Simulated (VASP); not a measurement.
Input of a VASP 6.6.1 run:

INCAR

```
SYSTEM = NaAl5O2
  ALGO = Normal
  EDIFF = 1E-6
  ENCUT = 520
  GGA = PE
  ISIF = 2
  ISMEAR = 0
  ISPIN = 2
  LASPH = .TRUE.
  LCHARG = .TRUE.
  LELF = .TRUE.
  LORBIT = 11
  LREAL = Auto
  LVHAR = .TRUE.
  LWAVE = .FALSE.
  MAGMOM = 0 0 0 0 0 0 0 0 0 0 0 0 1 1 1 1
  NBANDS = 52
  NELM = 150
  PREC = Accurate
  SIGMA = 0.1
```

KPOINTS

```
k-points
0
G
  6 6 1
  0 0 0
```

The input POSCAR:

```
NaAl5O2
1.0
    2.8932774258      0.0000000000      0.0000000000
   -1.4466387129      2.5056517509      0.0000000000
    0.0000000000      0.0000000000     29.2818223223
Na Al O
2 10 4
Direct
    0.6666666667      0.3333333333      0.0914455812
    0.3333333333      0.6666666667      0.9085544188
    0.3333333333      0.6666666667      0.1850721868
    0.0000000000      0.0000000000      0.0000000000
    0.6666666667      0.3333333333      0.8149278132
    0.0000000000      0.0000000000      0.2621393761
    0.0000000000      0.0000000000      0.7378606239
    0.6666666667      0.3333333333      0.5798323455
    0.0000000000      0.0000000000      0.5000000000
    0.3333333333      0.6666666667      0.4201676545
    0.6666666667      0.3333333333      0.3413671943
    0.3333333333      0.6666666667      0.6586328057
    0.0000000000      0.0000000000      0.1490282192
    0.3333333333      0.6666666667      0.0345884575
    0.6666666667      0.3333333333      0.9654115425
    0.0000000000      0.0000000000      0.8509717808
```

Potentials or basis: VASP PAW PBE potentials, release 64 (Na_pv, Al, O).

Run with:

```sh
$ cat potpaw_PBE.64/Na_pv/POTCAR potpaw_PBE.64/Al/POTCAR potpaw_PBE.64/O/POTCAR > POTCAR
$ mpirun -np 1 vasp_std > vasp.out
```

(1) Estimate the band gap on the k mesh.

(2) What does it give for the net moment?

(3) Predict the pressure.

Results:

(1) zero (filled and empty bands overlap).

(2) 0.00 μB per cell.

(3) 0.1 GPa.

Caveat: the k points lie up to 0.42 Å⁻¹ apart.
